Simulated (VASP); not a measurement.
# Be2B3 (P-3m1) in VASP: relaxation of cell and atoms with PBE

Aim: the relaxation of cell and atoms of Be2B3 with PBE.

Program: VASP 6.6.1. These are calculated values, not measurements. Logs are shortened: lines on timing, memory, paths and dates and some standing lists are left out, and cuts for length are marked.

### Step 1. The cell of the first run

It takes space group P-3m1 (No. 164, trigonal). The conventional cell has a = 3.097 Å, b = 3.097 Å, c = 4.835 Å, α = 90.00°, β = 90.00°, γ = 120.00°. Be (site symmetry 3m) has 7 B at 1.89 to 2.44 Å and 3 Be at 2.18 Å within 2.5 Å. Within 2.5 Å of B (site symmetry -3m) lie 6 Be at 1.89 Å. Within 2.5 Å of B (site symmetry 3m) lie 3 B at 1.81 Å and 4 Be at 1.93 to 2.44 Å.

### Step 2. Relaxation of cell and atoms, PBE

File INCAR:

```
SYSTEM = Be2B3
PREC = Accurate ; ENCUT = 600
EDIFF = 1E-7 ; ISMEAR = 0
SIGMA = 0.1 ; LREAL = .FALSE.
LASPH = .TRUE. ; NELM = 100
ALGO = Normal ; ISIF = 3
LWAVE = .FALSE. ; LCHARG = .FALSE.
GGA = PE ; IBRION = 2
NSW = 100 ; EDIFFG = -0.01
```

File KPOINTS:

```
Automatic mesh
0
G
  12 12 8
  0 0 0
```

File POSCAR:

```
Be2B3
1.0
    3.0969634128      0.0000000000      0.0000000000
   -1.5484817064      2.6820489900      0.0000000000
    0.0000000000      0.0000000000      4.8353495966
Be B
2 3
Direct
    0.3333333333      0.6666666667      0.1296371503
    0.6666666667      0.3333333333      0.8703628497
    0.0000000000      0.0000000000      0.0000000000
    0.3333333333      0.6666666667      0.5284102519
    0.6666666667      0.3333333333      0.4715897481
```

Potentials or basis: VASP PAW PBE potentials, release 64 (Be, B).

On the command line:

```bash
> cat potpaw_PBE.64/Be/POTCAR potpaw_PBE.64/B/POTCAR > POTCAR
> mpirun -np 1 vasp_std > vasp.out
```

OUTCAR:

```text
SYSTEM = Be2B3
   PREC = Accurate
   ENCUT = 600
   EDIFF = 1E-7
   ISMEAR = 0
   LREAL = .FALSE.
   LASPH = .TRUE.
   NELM = 100
   ISIF = 3
   GGA = PE
   IBRION = 2
   NSW = 100
   EDIFFG = -0.01

 ion  position               nearest neighbor table
   1  0.333  0.667  0.130-   3 1.89   3 1.89   3 1.89   4 1.93   2 2.18   2 2.18   2 2.18
   2  0.667  0.333  0.870-   3 1.89   3 1.89   3 1.89   5 1.93   1 2.18   1 2.18   1 2.18
   3  0.000  0.000  0.000-   1 1.89   2 1.89   1 1.89   2 1.89   2 1.89   1 1.89
   4  0.333  0.667  0.528-   5 1.81   5 1.81   5 1.81   1 1.93
   5  0.667  0.333  0.472-   4 1.81   4 1.81   4 1.81   2 1.93

  LATTYP: Found a hexagonal cell.
 ALAT       =     3.0969634128
 C/A-ratio  =     1.5613195741

  Lattice vectors:

 A1 = (   3.0969634128,   0.0000000000,   0.0000000000)
 A2 = (  -1.5484817064,   2.6820489900,   0.0000000000)
 A3 = (   0.0000000000,   0.0000000000,   4.8353495966)

Analysis of symmetry for initial positions (statically):
=====================================================================
 Subroutine PRICEL returns:
 Original cell was already a primitive cell.

 Routine SETGRP: Setting up the symmetry group for a
 hexagonal supercell.

 Subroutine GETGRP returns: Found 12 space group operations
 (whereof 12 operations were pure point group operations)
 out of a pool of 24 trial point group operations.

The static configuration has the point symmetry D_3d.

Analysis of symmetry for dynamics (positions and initial velocities):
=====================================================================
 Subroutine PRICEL returns:
 Original cell was already a primitive cell.

 Routine SETGRP: Setting up the symmetry group for a
 hexagonal supercell.

 Subroutine GETGRP returns: Found 12 space group operations
 (whereof 12 operations were pure point group operations)
 out of a pool of 24 trial point group operations.

The dynamic configuration has the point symmetry D_3d.

 Subroutine INISYM returns: Found 12 space group operations
 (whereof 12 operations are pure point group operations),
 and found     1 'primitive' translations

----------------------------------------------------------------------------------------

                                     Primitive cell

  volume of cell :      40.1634

  direct lattice vectors                    reciprocal lattice vectors
[... 111 lines left out ...]
   IMIX   =      4    mixing-type and parameters
     AMIX     =   0.40;   BMIX     =  1.00
     AMIX_MAG =   1.60;   BMIX_MAG =  1.00
  volume/ion in A,a.u.               =       8.03        54.21
  Fermi-wavevector in a.u.,A,eV,Ry     =   1.124033  2.124114 17.190283  1.263450
  Thomas-Fermi vector in A             =   2.260703
   LORBIT       =      0    0 simple, 1 ext, 2 COOP (PROOUT), +10 PAW based schemes
   GGA     = PE    functional components
   LHFCALC =     F    Hartree Fock is set to
   AEXX    =    0.0000 exact exchange contribution
   IVDW    =     0    specifies the selected vdW correction
   LEPSILON=     F    determine dielectric tensor
   LRPA    =     F    only Hartree local field effects (RPA)
 conjugate gradient relaxation of ions
 non-spin polarized calculation
 Gauss-broadening in eV      SIGMA  =   0.10
  energy-cutoff  :      600.00
  volume of cell :       40.16
 maximum number of plane-waves:      1375
 NGX is ok and might be reduce to    28
   NGX = 13   NGY = 13   NGZ = 19

--------------------------------------- Ionic step        1  -------------------------------------------

 number of electron      13.0000000 magnetization

 Free energy of the ion-electron system (eV)
  ---------------------------------------------------
  ext. energy  EPLUGINS =         0.00000000
  ---------------------------------------------------
  free energy    TOTEN  =       -24.48339412 eV

  energy without entropy =      -24.47287140  energy(sigma->0) =      -24.47813276

------------------------ aborting loop because EDIFF is reached ----------------------------------------

  FORCE on cell =-STRESS in cart. coord.  units (eV):
  Direction    XX          YY          ZZ          XY          YZ          ZX
  --------------------------------------------------------------------------------------
  -------------------------------------------------------------------------------------
  Total        0.1932803      0.1932803      0.0581735      0.0000000      0.0000000      0.0000000
  in kB        7.7102336      7.7102336      2.3206258      0.0000000      0.0000000      0.0000000
  external PRESSURE =       5.9136977 kB  Pullay stress =       0.0000000 kB
[... 182 lines left out ...]
--------------------------------------- Ionic step        6  -------------------------------------------

 number of electron      13.0000000 magnetization

 Free energy of the ion-electron system (eV)
  ---------------------------------------------------
  ext. energy  EPLUGINS =         0.00000000
  ---------------------------------------------------
  free energy    TOTEN  =       -24.48454991 eV

  energy without entropy =      -24.47475092  energy(sigma->0) =      -24.47965042

 E-fermi :   5.1936     XC(G=0): -11.0122

 val. band max:        5.1792344090   @ k =   0.0833   0.0000   0.2500
 cond. band min:       5.2027393000   @ k =   0.0833   0.0000   0.5000
 fundamental gap:      0.0235048909
 Fermi energy:         5.1936275793

 k-point     1 :       0.0000    0.0000    0.0000
  band No.  band energies     occupation
      1      -7.3491      2.00000
      2      -3.0043      2.00000
      3      -1.4445      2.00000
      4       5.5934      0.00000
      5       5.5934      0.00000
      6       6.6038      0.00000
      7       6.6038      0.00000
      8       9.4996      0.00000
      9      11.2330      0.00000
     10      11.2330      0.00000
[... 287 lines left out ...]
 k-point    24 :       0.0000    0.1667    0.1250
  band No.  band energies     occupation
      1      -6.8334      2.00000
      2      -3.2139      2.00000
      3      -0.2790      2.00000
      4       3.1827      2.00000
      5       4.2808      2.00000
      6       5.5881      0.00000
      7       6.3802      0.00000
      8       8.5174      0.00000
      9      10.8203      0.00000
     10      11.4648      0.00000

 [... further k-points ...]

------------------------ aborting loop because EDIFF is reached ----------------------------------------

  FORCE on cell =-STRESS in cart. coord.  units (eV):
  Direction    XX          YY          ZZ          XY          YZ          ZX
  --------------------------------------------------------------------------------------
  -------------------------------------------------------------------------------------
  Total        0.0030964      0.0030964     -0.0171272     -0.0000000      0.0000000      0.0000000
  in kB        0.1232890      0.1232890     -0.6819561     -0.0000000      0.0000000      0.0000000
  external PRESSURE =      -0.1451260 kB  Pullay stress =       0.0000000 kB
[... 20 lines left out ...]
  FREE ENERGIE OF THE ION-ELECTRON SYSTEM (eV)
  ---------------------------------------------------
  free  energy   TOTEN  =       -24.4845499132 eV

  energy  without entropy=      -24.4747509218  energy(sigma->0) =      -24.47965042

 reached required accuracy - stopping structural energy minimisation
```

OSZICAR:

```text
N       E                     dE             d eps       ncg     rms          rms(c)
DAV:   1     0.209029726047E+02    0.20903E+02   -0.62722E+03  2620   0.125E+03
[... 45 lines left out ...]
DAV:   1    -0.244847828975E+02   -0.59727E-03   -0.41734E-02  2672   0.168E+00    0.741E-02
DAV:   2    -0.244845860288E+02    0.19687E-03   -0.36412E-03  3260   0.408E-01    0.342E-02
DAV:   3    -0.244845511078E+02    0.34921E-04   -0.26157E-04  2956   0.123E-01    0.171E-02
DAV:   4    -0.244845499360E+02    0.11718E-05   -0.50017E-05  2882   0.576E-02    0.583E-03
DAV:   5    -0.244845496140E+02    0.32204E-06   -0.37273E-06  2966   0.144E-02    0.316E-03
DAV:   6    -0.244845499535E+02   -0.33958E-06   -0.61802E-07  3086   0.655E-03    0.775E-04
DAV:   7    -0.244845499132E+02    0.40375E-07   -0.12473E-07  1462   0.274E-03
   6 F= -.24484550E+02 E0= -.24479650E+02  d E =-.756260E-03
```

CONTCAR:

```text
Be2B3
   1.00000000000000
     3.1087796163216823    0.0000000000000000    0.0000000000000000
    -1.5543898081608412    2.6922821224251967    0.0000000000000001
     0.0000000000000000    0.0000000000000002    4.8076065547193085
  Be              B
     2     3
Direct
     0.3333333332999970    0.6666666667000030    0.1267625319129495
     0.6666666667000030    0.3333333332999970    0.8732374680870504
     1.0000000000000000    0.0000000000000000    0.0000000000000000
     0.3333333332999970    0.6666666667000030    0.5289938578305471
     0.6666666667000030    0.3333333332999970    0.4710061421694529

  0.00000000E+00  0.00000000E+00  0.00000000E+00
  0.00000000E+00  0.00000000E+00  0.00000000E+00
  0.00000000E+00  0.00000000E+00  0.00000000E+00
  0.00000000E+00  0.00000000E+00  0.00000000E+00
  0.00000000E+00  0.00000000E+00  0.00000000E+00
```

It took 81 s on 1 thread of Intel Xeon 6975P-C (Granite Rapids), shared host; peak memory 0.22 GiB.

What came out:

- Free energy: -24.4845 eV
- Relaxed volume: 8.05 Å³/atom
- Relaxed cell: a = 3.109 Å, b = 3.109 Å, c = 4.808 Å, α = 90.00°, β = 90.00°, γ = 120.00°
- Space group after relaxing (to 0.1 Å): P-3m1 (No. 164)
- Energy gained by relaxing: 0.2 meV/atom
- Ionic steps: 6
- Pressure after relaxing: 0.0 GPa
- Largest force after relaxing: 0.009 eV/Å
- Band gap on the k mesh: zero (an odd number of electrons rules out a gap without spin polarisation)

Forces in eV/Å, atoms in the order of the input:
```
Be   0.000  0.000 -0.009
Be   0.000  0.000  0.009
B    0.000  0.000  0.000
B    0.000  0.000 -0.005
B    0.000  0.000  0.005
```

Step by step:
```
step  energy change (eV)  largest force (eV/Å)  pressure (GPa)  volume (Å³)
   1              0.0000                0.0351            0.59        40.16
   2             -0.0004                0.0257           -0.18        40.34
   3             -0.0004                0.0251           -0.10        40.32
   4             -0.0005                0.0236           -0.09        40.31
   5             -0.0008                0.0188           -0.06        40.29
   6             -0.0012                0.0085           -0.01        40.24
```

Final structure:
```
Be B
1.0
     3.10878    0.00000    0.00000
    -1.55439    2.69228    0.00000
     0.00000    0.00000    4.80761
Be B
2 3
Direct
  0.33333 0.66667 0.12676
  0.66667 0.33333 0.87324
  0.00000 0.00000 0.00000
  0.33333 0.66667 0.52899
  0.66667 0.33333 0.47101
```
